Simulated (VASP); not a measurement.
# ScSn3O8 (a cell with a defect) in VASP: a series of runs, part 2 of 2

VASP 6.6.1. Earlier steps stand in the parts before.

## (5) Single point, PBEsol, collinear spin

Input file INCAR:

```
SYSTEM = ScSn3O8
PREC = Accurate
ENCUT = 520
EDIFF = 1E-6
ISMEAR = -1
SIGMA = 0.05
LREAL = .FALSE.
LASPH = .TRUE.
NELM = 200
ALGO = Normal
ISIF = 2
LWAVE = .FALSE.
LCHARG = .FALSE.
ISPIN = 2
MAGMOM = 0.083 0.083 0.083 0.083 0.083 0.083 0.083 0.083 0.083 0.083 0.083 0.083
LORBIT = 11
LMAXMIX = 4
GGA = PS
NELECT = 102.0
NBANDS = 66
GGA_COMPAT = .FALSE.
```

Input file KPOINTS:

```
Automatic mesh
0
Gamma
  2 2 2
  0.5 0.5 0.5
```

Input file POSCAR:

```
ScSn3O8
1.0
    4.7690460000      0.0000000000      0.0000000000
    0.0000000000      4.7690460000      0.0000000000
    0.0000000000      0.0000000000      6.4242020000
Sn Sc O
3 1 8
Direct
    0.0007000000      0.9843650000      0.9994890000
    0.0333200000      0.9779500000      0.4977180000
    0.5149070000      0.5114540000      0.7603700000
    0.5044100000      0.4971750000      0.2414400000
    0.2987120000      0.2968600000      0.0128140000
    0.3202110000      0.3345410000      0.5051300000
    0.7083510000      0.7053090000      0.0156420000
    0.7329830000      0.7238920000      0.5039570000
    0.1992850000      0.7889370000      0.2427120000
    0.2066040000      0.7748700000      0.7493610000
    0.7890690000      0.1973370000      0.2363970000
    0.8080210000      0.1882730000      0.7598690000
```

Potentials or basis: VASP PAW PBE potentials, release 64 (Sn_d, Sc_sv, O).

Command:

```
> cat potpaw_PBE.64/Sn_d/POTCAR potpaw_PBE.64/Sc_sv/POTCAR potpaw_PBE.64/O/POTCAR > POTCAR
> mpirun -np 1 vasp_std > vasp.out
```

OUTCAR:

```text
SYSTEM = ScSn3O8
   PREC = Accurate
   ENCUT = 520
   EDIFF = 1E-6
   ISMEAR = -1
   LREAL = .FALSE.
   LASPH = .TRUE.
   NELM = 200
   ISIF = 2
   ISPIN = 2
   LORBIT = 11
   GGA = PS
   NELECT = 102.0

 ion  position               nearest neighbor table
   1  0.001  0.984  0.999-   7 1.93  12 2.04   9 2.05   5 2.06  11 2.09  10 2.13   2 3.20   2 3.23
                             3 3.58   3 3.67   3 3.75
   2  0.033  0.978  0.498-   8 1.88   9 2.03  10 2.06   6 2.18  12 2.24  11 2.30   1 3.20   1 3.23
                             3 3.62   3 3.73
   3  0.515  0.511  0.760-  10 1.94   6 2.06  12 2.08   7 2.10   5 2.18   8 2.20   4 3.09   4 3.33
                             1 3.58   2 3.62   1 3.67   2 3.73   1 3.75
   4  0.504  0.497  0.241-  11 1.97   5 2.01   7 2.01   9 2.01   6 2.06   8 2.28   3 3.09   3 3.33

   5  0.299  0.297  0.013-   4 2.01   1 2.06   3 2.18
   6  0.320  0.335  0.505-   4 2.06   3 2.06   2 2.18
   7  0.708  0.705  0.016-   1 1.93   4 2.01   3 2.10
   8  0.733  0.724  0.504-   2 1.88   3 2.20   4 2.28
   9  0.199  0.789  0.243-   4 2.01   2 2.03   1 2.05
  10  0.207  0.775  0.749-   3 1.94   2 2.06   1 2.13
  11  0.789  0.197  0.236-   4 1.97   1 2.09   2 2.30
  12  0.808  0.188  0.760-   1 2.04   3 2.08   2 2.24

  LATTYP: Found a simple tetragonal cell.
 ALAT       =     4.7690460000
 C/A-ratio  =     1.3470622846

  Lattice vectors:

 A1 = (   4.7690460000,   0.0000000000,   0.0000000000)
[... 755 lines left out ...]
      2.45562      2.43915      4.88477         1.743709     -1.717592     -0.516186
      2.40555      2.37105      1.55106         0.506982     -0.442223      1.427321
      1.42457      1.41574      0.08232         0.350251      0.230675     -1.402346
      1.52710      1.59544      3.24506        -0.771639     -1.472818      0.462159
      3.37816      3.36365      0.10049        -1.178552     -1.180788     -1.550449
      3.49563      3.45227      3.23752        -3.053772     -2.649478      0.638799
      0.95040      3.76248      1.55923        -0.223748      0.915070      0.175227
      0.98530      3.69539      4.81405        -1.158186      1.892568      0.604095
      3.76311      0.94111      1.51866         1.804685     -1.222681      0.859473
      3.85349      0.89788      4.88155         0.321512      0.068858     -0.821863
 -----------------------------------------------------------------------------------
    total drift:                               -0.000996      0.001680      0.001698

  FREE ENERGIE OF THE ION-ELECTRON SYSTEM (eV)
  ---------------------------------------------------
  free  energy   TOTEN  =       -78.3408780924 eV

  energy  without entropy=      -78.3408780924  energy(sigma->0) =      -78.34087809

 total charge

# of ion       s       p       d       tot
------------------------------------------
    1        0.911   1.171  10.425  12.507
    2        0.928   1.111  10.361  12.400
    3        0.911   1.097  10.368  12.376
    4        2.247   6.334   1.188   9.770
    5        1.560   3.485   0.000   5.045
    6        1.561   3.465   0.000   5.025
    7        1.564   3.539   0.000   5.102
    8        1.559   3.504   0.000   5.062
    9        1.565   3.514   0.000   5.079
   10        1.562   3.527   0.000   5.089
   11        1.564   3.465   0.000   5.029
   12        1.559   3.472   0.000   5.031
--------------------------------------------------
tot         17.491  37.683  32.342  87.517

 magnetization (x)

# of ion       s       p       d       tot
------------------------------------------
    1        0.000   0.000  -0.000   0.000
    2        0.000   0.000  -0.000   0.000
    3        0.000   0.000  -0.000  -0.000
    4        0.000  -0.000   0.000   0.000
    5        0.000   0.000   0.000   0.000
    6        0.000   0.000   0.000   0.000
    7        0.000   0.000   0.000   0.000
    8        0.000   0.000   0.000   0.000
    9        0.000   0.000   0.000   0.000
   10        0.000   0.000   0.000   0.000
   11        0.000   0.000   0.000   0.000
   12        0.000   0.000   0.000   0.000
--------------------------------------------------
tot          0.000   0.000  -0.000   0.000
```

Run time: 75 s. Hardware: 1 thread of AMD EPYC 7R13 (Zen 3), shared host; peak memory 0.26 GiB.

Results:

| Quantity | Value |
| --- | --- |
| Free energy | -78.3409 eV |
| Largest force | 4.093 eV/Å |
| Net moment | 0.00 μB per cell |
| Valence electrons inside the program's atomic spheres | Sn 12.51, 12.40, 12.38; Sc 9.77; O 5.04, 5.03, 5.10, 5.06, 5.08, 5.09 (each value once) |

Forces in eV/Å, atoms in the order of the input:
```
Sn   0.907  2.076  0.922
Sn   0.752  3.503 -0.798
Sn   1.744 -1.718 -0.516
Sc   0.507 -0.442  1.427
O    0.350  0.231 -1.402
O   -0.772 -1.473  0.462
O   -1.179 -1.181 -1.550
O   -3.054 -2.649  0.639
O   -0.224  0.915  0.175
O   -1.158  1.893  0.604
O    1.805 -1.223  0.859
O    0.322  0.069 -0.822
```

Caveat: the k points lie up to 0.66 Å⁻¹ apart; the cell carries a net charge on a neutralising background, which shifts energy and pressure; the PAW data sets were made with another functional, which shifts forces and pressure a little.
